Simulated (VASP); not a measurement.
# LiF in VASP: a series of runs

The runs below take LiF through single point, with PBE.

All numbers are computed with VASP 6.6.1; they aren't measurements. Logs are shortened: lines on timing, memory, paths and dates and some standing lists are left out, and cuts for length are marked.

### 1 The cell of the first run

Symmetry: Pm-3m, No. 221, cubic system. Conventional cell: a = 2.764 Å, b = 2.764 Å, c = 2.764 Å, α = 90.00°, β = 90.00°, γ = 90.00°. Li (site symmetry m-3m) has 8 F at 2.39 Å and 6 Li at 2.76 Å within 3.2 Å. F (site symmetry m-3m) has 8 Li at 2.39 Å and 6 F at 2.76 Å within 3.2 Å.

### 2 Single point, PBE (strain +0.080 along x and y, +0.080 along z)

File INCAR:

```
SYSTEM = LiF
PREC = Accurate ; ENCUT = 520
EDIFF = 1E-6 ; ISMEAR = 0
SIGMA = 0.05 ; LREAL = .FALSE.
LASPH = .TRUE. ; NELM = 80
ALGO = Normal ; ISIF = 2
LWAVE = .FALSE. ; LCHARG = .FALSE.
GGA = PE ; NBANDS = 12
```

File KPOINTS:

```
Automatic mesh
0
G
  10 10 10
  0 0 0
```

File POSCAR:

```
LiF
1.0
    2.7642956400      0.0000000000      0.0000000000
    0.0000000000      2.7642956400      0.0000000000
    0.0000000000      0.0000000000      2.7642956400
Li F
1 1
Direct
    0.0000000000      0.0000000000      0.0000000000
    0.5000000000      0.5000000000      0.5000000000
```

Potentials or basis: VASP PAW PBE potentials, release 64 (Li_sv, F).

The run is started by

```console
$ cat potpaw_PBE.64/Li_sv/POTCAR potpaw_PBE.64/F/POTCAR > POTCAR
$ mpirun -np 1 vasp_std > vasp.out
```

OUTCAR:

```text
SYSTEM = LiF
   PREC = Accurate
   ENCUT = 520
   EDIFF = 1E-6
   ISMEAR = 0
   LREAL = .FALSE.
   LASPH = .TRUE.
   NELM = 80
   ISIF = 2
   GGA = PE

 ion  position               nearest neighbor table
   1  0.000  0.000  0.000-
   2  0.500  0.500  0.500-

  LATTYP: Found a simple cubic cell.
 ALAT       =     2.7642956400

  Lattice vectors:

 A1 = (   2.7642956400,   0.0000000000,   0.0000000000)
 A2 = (   0.0000000000,   2.7642956400,   0.0000000000)
 A3 = (   0.0000000000,   0.0000000000,   2.7642956400)

Analysis of symmetry for initial positions (statically):
=====================================================================
 Subroutine PRICEL returns:
 Original cell was already a primitive cell.

 Routine SETGRP: Setting up the symmetry group for a
 simple cubic supercell.

 Subroutine GETGRP returns: Found 48 space group operations
 (whereof 48 operations were pure point group operations)
 out of a pool of 48 trial point group operations.

The static configuration has the point symmetry O_h .

Analysis of symmetry for dynamics (positions and initial velocities):
=====================================================================
 Subroutine PRICEL returns:
 Original cell was already a primitive cell.

 Routine SETGRP: Setting up the symmetry group for a
 simple cubic supercell.

 Subroutine GETGRP returns: Found 48 space group operations
 (whereof 48 operations were pure point group operations)
 out of a pool of 48 trial point group operations.

The dynamic configuration has the point symmetry O_h .

 Subroutine INISYM returns: Found 48 space group operations
 (whereof 48 operations are pure point group operations),
 and found     1 'primitive' translations

----------------------------------------------------------------------------------------

                                     Primitive cell

  volume of cell :      21.1229

  direct lattice vectors                    reciprocal lattice vectors
     2.764295640  0.000000000  0.000000000     0.361755807  0.000000000  0.000000000
     0.000000000  2.764295640  0.000000000     0.000000000  0.361755807  0.000000000
     0.000000000  0.000000000  2.764295640     0.000000000  0.000000000  0.361755807

  length of vectors
     2.764295640  2.764295640  2.764295640     0.361755807  0.361755807  0.361755807

  position of ions in fractional coordinates (direct lattice)
     0.000000000  0.000000000  0.000000000
     0.500000000  0.500000000  0.500000000

  ion indices of the primitive-cell ions
   primitive index   ion index
                 1           1
                 2           2

----------------------------------------------------------------------------------------

 KPOINTS: Automatic mesh

Automatic generation of k-mesh.
 Grid dimensions read from file:
 generate k-points for:   10   10   10

 Generating k-lattice:

  Cartesian coordinates                     Fractional coordinates (reciprocal lattice)
     0.036175581  0.000000000  0.000000000     0.100000000  0.000000000  0.000000000
     0.000000000  0.036175581  0.000000000     0.000000000  0.100000000  0.000000000
     0.000000000  0.000000000  0.036175581     0.000000000  0.000000000  0.100000000

  Length of vectors
     0.036175581  0.036175581  0.036175581

  Shift w.r.t. Gamma in fractional coordinates (k-lattice)
     0.000000000  0.000000000  0.000000000

 Subroutine IBZKPT returns following result:
 ===========================================

 Found     56 irreducible k-points:

 Following reciprocal coordinates:
            Coordinates               Weight
  0.000000  0.000000  0.000000      1.000000
  0.100000  0.000000  0.000000      6.000000
  0.200000  0.000000  0.000000      6.000000
  0.300000  0.000000  0.000000      6.000000
  0.400000  0.000000  0.000000      6.000000
  0.500000  0.000000  0.000000      3.000000
[... 16 lines left out ...]
  0.200000  0.100000  0.100000     24.000000
  0.300000  0.100000  0.100000     24.000000
 [... further k-points ...]
   k-points           NKPTS =     56   k-points in BZ     NKDIM =     56   number of bands    NBANDS=     12
   number of dos      NEDOS =    301   number of ions     NIONS =      2
   total plane-waves  NPLWV =  13824
   dimension x,y,z NGX =    24 NGY =   24 NGZ =   24
   dimension x,y,z NGXF=    48 NGYF=   48 NGZF=   48
   ions per type =               1   1
   NGX,Y,Z   is equivalent  to a cutoff of  14.43, 14.43, 14.43 a.u.
   NGXF,Y,Z  is equivalent  to a cutoff of  28.87, 28.87, 28.87 a.u.
 SYSTEM =  LiF
   PREC   = accura    normal or accurate (medium, high low for compatibility)
   ISTART =      0    job   : 0-new  1-cont  2-samecut
   ICHARG =      2    charge: 1-file 2-atom 10-const
   ISPIN  =      1    spin polarized calculation?
   LNONCOLLINEAR =      F non collinear calculations
   LSORBIT =      F    spin-orbit coupling
   LASPH  =      T    aspherical Exc in radial PAW
   ENCUT  =  520.0 eV  38.22 Ry    6.18 a.u.   5.14  5.14  5.14*2*pi/ulx,y,z
   NELM   =     80;   NELMIN=  2; NELMDL= -5     # of ELM steps
   EDIFF  = 0.1E-05   stopping-criterion for ELM
   LREAL  =      F    real-space projection
   EDIFFG = 0.1E-04   stopping-criterion for IOM
   NSW    =      0    number of steps for IOM
   IBRION =     -1    ionic relax: 0-MD 1-quasi-New 2-CG
   NFREE  =      0    steps in history (QN), initial steepest desc. (CG)
   ISIF   =      2    stress and relaxation
   ISYM   =      2    0-nonsym 1-usesym 2-fastsym
   POTIM  = 0.5000    time-step for ionic-motion
   TEBEG  =    0.0;   TEEND  =   0.0 temperature during run
   PSTRESS=    0.0 pullay stress
   NELECT =      10.0000    total number of electrons
   NUPDOWN=      -1.0000    fix difference up-down
   EMIN   =  10.00;   EMAX   =-10.00  energy-range for DOS
   EFERMI =   0.00;   METHOD = LEGACY
   ISMEAR =     0;   SIGMA  =   0.05  broadening in eV -4-tet -1-fermi 0-gaus
   EFERMI_NEDOS =   21; number of points for ismear=-14 and -15
   IALGO  =     38    algorithm
   IMIX   =      4    mixing-type and parameters
     AMIX     =   0.40;   BMIX     =  1.00
     AMIX_MAG =   1.60;   BMIX_MAG =  1.00
  volume/ion in A,a.u.               =      10.56        71.27
  Fermi-wavevector in a.u.,A,eV,Ry     =   1.275921  2.411140 22.149925  1.627974
  Thomas-Fermi vector in A             =   2.408606
   LORBIT       =      0    0 simple, 1 ext, 2 COOP (PROOUT), +10 PAW based schemes
   GGA     = PE    functional components
   LHFCALC =     F    Hartree Fock is set to
   AEXX    =    0.0000 exact exchange contribution
   IVDW    =     0    specifies the selected vdW correction
   LEPSILON=     F    determine dielectric tensor
   LRPA    =     F    only Hartree local field effects (RPA)
 non-spin polarized calculation
 Gauss-broadening in eV      SIGMA  =   0.05
  energy-cutoff  :      520.00
  volume of cell :       21.12
 maximum number of plane-waves:       587
 NGX is ok and might be reduce to    24
   NGX = 11   NGY = 11   NGZ = 11

 number of electron      10.0000012 magnetization

 Free energy of the ion-electron system (eV)
  ---------------------------------------------------
  ext. energy  EPLUGINS =         0.00000000
  ---------------------------------------------------
  free energy    TOTEN  =        -8.88982760 eV

  energy without entropy =       -8.88982760  energy(sigma->0) =       -8.88982760

 E-fermi :  -0.9693     XC(G=0):  -8.8747

 val. band max:       -1.2987601250   @ k =   0.5000   0.5000   0.0000
 cond. band min:       4.6051372104   @ k =   0.0000   0.0000   0.0000
 fundamental gap:      5.9038973355
 Fermi energy:        -0.9692915376

 k-point     1 :       0.0000    0.0000    0.0000
  band No.  band energies     occupation
      1     -44.5928      2.00000
      2     -21.2804      2.00000
      3      -1.7696      2.00000
      4      -1.7696      2.00000
      5      -1.7696      2.00000
      6       4.6051      0.00000
      7      16.1020      0.00000
      8      16.1020      0.00000
      9      17.0187      0.00000
     10      17.0187      0.00000
     11      17.0187      0.00000
     12      32.8568      0.00000

 k-point     2 :       0.1000    0.0000    0.0000
  band No.  band energies     occupation
      1     -44.5909      2.00000
      2     -21.2540      2.00000
      3      -2.0400      2.00000
      4      -1.7441      2.00000
      5      -1.7441      2.00000
      6       4.8497      0.00000
      7      14.4076      0.00000
      8      16.2982      0.00000
      9      17.0107      0.00000
     10      17.0107      0.00000
     11      19.1431      0.00000
     12      31.5031      0.00000

 k-point     3 :       0.2000    0.0000    0.0000
  band No.  band energies     occupation
      1     -44.5862      2.00000
      2     -21.1841      2.00000
      3      -2.6734      2.00000
      4      -1.6764      2.00000
      5      -1.6764      2.00000
      6       5.4211      0.00000
      7      12.7462      0.00000
      8      16.8866      0.00000
      9      16.9817      0.00000
     10      16.9817      0.00000
     11      22.0655      0.00000
     12      28.6593      0.00000
[... 286 lines left out ...]
 k-point    23 :       0.2000    0.1000    0.1000
  band No.  band energies     occupation
      1     -44.5827      2.00000
      2     -21.1315      2.00000
      3      -2.6238      2.00000
      4      -1.9502      2.00000
      5      -1.8556      2.00000
      6       5.9190      0.00000
      7      12.7295      0.00000
      8      14.3799      0.00000
      9      16.8410      0.00000
     10      20.0604      0.00000
     11      22.5603      0.00000
     12      26.7241      0.00000

 k-point    24 :       0.3000    0.1000    0.1000
  band No.  band energies     occupation
      1     -44.5770      2.00000
      2     -21.0431      2.00000
      3      -3.2903      2.00000
      4      -1.8772      2.00000
      5      -1.7554      2.00000
      6       6.5847      0.00000
      7      11.4980      0.00000
      8      14.6487      0.00000
      9      16.9479      0.00000
     10      20.2489      0.00000
     11      25.1072      0.00000
     12      25.2083      0.00000

 [... further k-points ...]
[... 5 lines left out ...]
  --------------------------------------------------------------------------------------
  -------------------------------------------------------------------------------------
  Total       -1.3035712     -1.3035712     -1.3035712      0.0000000      0.0000000     -0.0000000
  in kB      -98.8762278    -98.8762278    -98.8762278      0.0000000      0.0000000     -0.0000000
  external PRESSURE =     -98.8762278 kB  Pullay stress =       0.0000000 kB

 VOLUME and BASIS-vectors are now :
 -----------------------------------------------------------------------------
  energy-cutoff  :      520.00
  volume of cell :       21.12
      direct lattice vectors                 reciprocal lattice vectors
     2.764295640  0.000000000  0.000000000     0.361755807  0.000000000  0.000000000
     0.000000000  2.764295640  0.000000000     0.000000000  0.361755807  0.000000000
     0.000000000  0.000000000  2.764295640     0.000000000  0.000000000  0.361755807

 POSITION                                       TOTAL-FORCE (eV/Angst)
 -----------------------------------------------------------------------------------
      0.00000      0.00000      0.00000         0.000000      0.000000      0.000000
      1.38215      1.38215      1.38215         0.000000      0.000000      0.000000
 -----------------------------------------------------------------------------------
    total drift:                                0.000000      0.000000     -0.000000

  FREE ENERGIE OF THE ION-ELECTRON SYSTEM (eV)
  ---------------------------------------------------
  free  energy   TOTEN  =        -8.8898276013 eV

  energy  without entropy=       -8.8898276013  energy(sigma->0) =       -8.88982760
```

Wall time 12 s (1 thread of Intel Xeon 8259CL, shared host); peak memory 0.14 GiB.

What came out:

- Free energy: -8.8898 eV
- Band gap on the k mesh: 5.90 eV (least direct gap 6.37 eV)

Caveat: the cell differs from its parent crystal (strain +0.080 along x and y, +0.080 along z); the cutoff is under 1.25 times the usual one of these potentials, so pressure, stress and relaxed cells hold a basis-set (Pulay) error. A k mesh can miss the band edges.

### 3 Single point, PBE (strain -0.080 along x and y, -0.040 along z)

File INCAR:

```
ALGO = Normal
EDIFF = 1E-6
ENCUT = 520
GGA = PE
ISIF = 2
ISMEAR = 0
LASPH = True
LCHARG = False
LREAL = False
LWAVE = False
NBANDS = 12
NELM = 60
PREC = Accurate
SIGMA = 0.05
```

File KPOINTS:

```
k-points
0
Gamma
  10 10 10
```

File POSCAR:

```
LiF
1.0
    2.3547703600      0.0000000000      0.0000000000
    0.0000000000      2.3547703600      0.0000000000
    0.0000000000      0.0000000000      2.4571516800
Li F
1 1
Direct
    0.0000000000      0.0000000000      0.0000000000
    0.5000000000      0.5000000000      0.5000000000
```

Potentials or basis: VASP PAW PBE potentials, release 64 (Li_sv, F).

The run is started by

```console
$ cat potpaw_PBE.64/Li_sv/POTCAR potpaw_PBE.64/F/POTCAR > POTCAR
$ mpirun -np 1 vasp_std > vasp.out
```

Wall time 14 s (1 thread of Intel Xeon 8259CL, shared host); peak memory 0.13 GiB.

The run converged. Its results:

```
Free energy            : -8.8474 eV
Band gap on the k mesh : 9.30 eV (least direct gap 10.14 eV)
```

Levels at points of the mesh, in eV from the valence-band top:
| k point | band 2 | band 3 | band 4 | band 5 | band 6 | band 7 | band 8 | band 9 |
| --- | --- | --- | --- | --- | --- | --- | --- | --- |
| (0.00, 0.00, 0.00) | -21.93 | -1.43 | -0.84 | -0.84 | 9.30 | 19.40 | 20.56 | 22.44 |
| (0.50, 0.00, 0.00) | -21.20 | -4.86 | -0.79 | -0.30 | 9.95 | 16.54 | 21.07 | 22.92 |
| (0.50, 0.50, 0.00) | -20.29 | -4.37 | -4.37 | -0.35 | 14.78 | 15.14 | 15.14 | 20.99 |
| (0.00, 0.00, 0.50) | -21.41 | -4.83 | -0.40 | -0.40 | 10.39 | 15.90 | 22.39 | 22.39 |
| (0.50, 0.00, 0.50) | -20.48 | -4.59 | -4.40 | 0.00 | 14.49 | 14.84 | 15.62 | 21.91 |
| (0.50, 0.50, 0.50) | -19.72 | -3.20 | -3.20 | -2.98 | 11.33 | 11.33 | 11.69 | 26.46 |

Caveat: the cell differs from its parent crystal (strain -0.080 along x and y, -0.040 along z); the cutoff is under 1.25 times the usual one of these potentials, so pressure, stress and relaxed cells hold a basis-set (Pulay) error.

### 4 Single point, PBE (strain -0.040 along x and y, -0.080 along z)

File INCAR:

```
ALGO = Normal ; EDIFF = 1E-7
ENCUT = 520 ; GGA = PE
ISIF = 2 ; ISMEAR = 0
LASPH = T ; LCHARG = F
LREAL = F ; LWAVE = F
NBANDS = 12 ; NELM = 80
PREC = Accurate ; SIGMA = 0.05
```

KPOINTS is that of step 3.

File POSCAR:

```
LiF
1.0
    2.4571516800      0.0000000000      0.0000000000
    0.0000000000      2.4571516800      0.0000000000
    0.0000000000      0.0000000000      2.3547703600
Li F
1 1
Direct
    0.0000000000      0.0000000000      0.0000000000
    0.5000000000      0.5000000000      0.5000000000
```

The run is started by

```console
$ cat potpaw_PBE.64/Li_sv/POTCAR potpaw_PBE.64/F/POTCAR > POTCAR
$ mpirun -np 1 vasp_std > vasp.out
```

Wall time 16 s (1 thread of Intel Xeon 8259CL, shared host); peak memory 0.13 GiB.

It converged, with:

```yaml
Free_energy: -8.9177 eV
Band_gap_on_the_k_mesh: 8.74 eV (least direct gap 9.46 eV)
```

Levels at points of the mesh, in eV from the valence-band top:
```
           k point  band 2  band 3  band 4  band 5  band 6  band 7  band 8  band 9
(0.00, 0.00, 0.00)  -21.81   -1.28   -1.28   -0.72    8.74   19.00   20.23   22.19
(0.50, 0.00, 0.00)  -21.27   -4.73   -0.79   -0.30    9.85   15.47   20.81   22.66
(0.50, 0.50, 0.00)  -20.55   -4.40   -4.40    0.00   13.99   14.75   14.75   21.59
(0.00, 0.00, 0.50)  -21.06   -4.75   -0.68   -0.68    9.52   16.08   21.35   21.35
(0.50, 0.00, 0.50)  -20.36   -4.38   -4.18   -0.35   14.29   14.34   15.07   20.69
(0.50, 0.50, 0.50)  -19.79   -3.22   -3.00   -3.00   11.02   11.38   11.38   26.06
```

Caveat: the cell differs from its parent crystal (strain -0.040 along x and y, -0.080 along z); the cutoff is under 1.25 times the usual one of these potentials, so pressure, stress and relaxed cells hold a basis-set (Pulay) error.

### 5 Single point, PBE (strain +0.000 along x and y, -0.080 along z)

File INCAR:

```
SYSTEM = LiF
PREC = Accurate
ENCUT = 520
EDIFF = 1E-7
ISMEAR = 0
SIGMA = 0.05
LREAL = .False.
LASPH = .True.
NELM = 80
ALGO = Normal
ISIF = 2
LWAVE = .False.
LCHARG = .True.
GGA = PE
LELF = .True.
LVHAR = .True.
NBANDS = 12
```

File KPOINTS:

```
Automatic mesh
0
Gamma
  10 10 10
  0 0 0
```

File POSCAR:

```
LiF
1.0
    2.5595330000      0.0000000000      0.0000000000
    0.0000000000      2.5595330000      0.0000000000
    0.0000000000      0.0000000000      2.3547703600
Li F
1 1
Direct
    0.0000000000      0.0000000000      0.0000000000
    0.5000000000      0.5000000000      0.5000000000
```

The run is started by

```console
$ cat potpaw_PBE.64/Li_sv/POTCAR potpaw_PBE.64/F/POTCAR > POTCAR
$ mpirun -np 1 vasp_std > vasp.out
```

Wall time 22 s (1 thread of Intel Xeon 8259CL, shared host); peak memory 0.13 GiB.

Results (log left out):

* Free energy: -8.9473 eV
* Band gap on the k mesh: 7.66 eV (least direct gap 8.20 eV)

Levels at points of the mesh, in eV from the valence-band top:
```csv
k point,band 2,band 3,band 4,band 5,band 6,band 7,band 8,band 9
"(0.00, 0.00, 0.00)",-21.64,-1.55,-1.55,-0.53,7.66,17.78,20.15,20.53
"(0.50, 0.00, 0.00)",-21.21,-4.54,-1.11,-0.22,9.15,14.04,19.14,22.60
"(0.50, 0.50, 0.00)",-20.66,-4.26,-4.26,0.00,12.98,13.78,13.78,20.90
"(0.00, 0.00, 0.50)",-20.85,-4.57,-0.91,-0.91,8.65,15.19,20.16,20.16
"(0.50, 0.00, 0.50)",-20.33,-4.21,-3.85,-0.63,13.09,13.64,14.44,19.32
"(0.50, 0.50, 0.50)",-19.90,-3.26,-2.85,-2.85,10.39,11.10,11.10,24.19
```

Caveat: the cell differs from its parent crystal (strain +0.000 along x and y, -0.080 along z); the cutoff is under 1.25 times the usual one of these potentials, so pressure, stress and relaxed cells hold a basis-set (Pulay) error.

### 6 Overview

| cell | gap on the mesh (eV) |
| --- | --- |
| a = 2.764 Å, 2 atoms | 5.90 |
| a = 2.355, b = 2.355, c = 2.457 Å, 2 atoms | 9.30 |
| a = 2.457, b = 2.457, c = 2.355 Å, 2 atoms | 8.74 |
| a = 2.560, b = 2.560, c = 2.355 Å, 2 atoms | 7.66 |

Alike in all rows: task single point; level PBE; potentials or basis VASP PAW PBE potentials, release 64 (Li_sv, F); no spin polarisation; k mesh 10 × 10 × 10; cutoff (eV) 520; smearing gaussian 0.05 eV.

Caveats: the cutoff is under 1.25 times the usual one of these potentials, so pressure, stress and relaxed cells hold a basis-set (Pulay) error.

Absolute energies hang on the potentials; compare differences alone.
